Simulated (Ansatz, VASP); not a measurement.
# One calculation of Mo, two programs

INCAR

```
SYSTEM = Mo
PREC     = Accurate       ! precision mode
ENCUT    = 520            ! plane-wave cutoff, eV
EDIFF    = 1E-6           ! SCF threshold, eV
ISMEAR   = 0              ! smearing method
SIGMA    = 0.15           ! smearing width, eV
LREAL    = .FALSE.        ! projectors in reciprocal space
LASPH    = .TRUE.         ! aspherical terms in the spheres
NELM     = 80             ! most SCF steps
ALGO     = Fast           ! electronic algorithm
ISIF     = 2              ! what is computed and relaxed
LWAVE    = .FALSE.        ! write WAVECAR
LCHARG   = .FALSE.        ! write CHGCAR
GGA      = PE             ! functional
NBANDS   = 13             ! bands
```

KPOINTS

```
regular mesh
0
G
  24 24 24
  0 0 0
```

POSCAR

```
Mo
1.0
   -1.5218737400      1.5218737400      1.6740611140
    1.5218737400     -1.5218737400      1.6740611140
    1.5218737400      1.5218737400     -1.6740611140
Mo
1
Direct
    0.0000000000      0.0000000000      0.0000000000
```

Input for Ansatz:

```yaml
crystal:
  lattice:
    - [-1.52187374, 1.52187374, 1.674061114]
    - [1.52187374, -1.52187374, 1.674061114]
    - [1.52187374, 1.52187374, -1.674061114]
  atoms:
    - { symbol: Mo, position: [0.0, 0.0, 0.0] }
basis:
  ecutwfc: 420
kpoints:
  mp_grid: { grid: [24, 24, 24] }
hamiltonian:
  xc: pbe
scf:
  occupations: { method: gaussian, width: 0.15 }
output:
  forces: true
  stress: true
  eigenvalues: true
```

Alike in both runs: task single point; functional PBE; k mesh 24 × 24 × 24; occupations gaussian, width 0.15 eV; no spin polarisation.

|  | VASP | Ansatz |
| --- | --- | --- |
| version | VASP 6.6.1 | Ansatz 0.2.0 |
| potentials or method | VASP PAW PBE potentials, release 64 (Mo_sv), cutoff 520 eV | scalar-relativistic, plane waves, PAW |
| valence electrons in the cell | 14 | 14 |

|  | VASP | Ansatz | Ansatz less VASP |
| --- | --- | --- | --- |
| gap on the k mesh at the Fermi level (eV) | none | none | - |
| pressure (GPa) | 6.5 | 5.9 | -0.58 |
| traceless stress, the component that is largest in VASP (GPa) | -17.33 | -17.34 | -0.019 |

A gap of «none» marks a metal or a gap that the smearing closes.
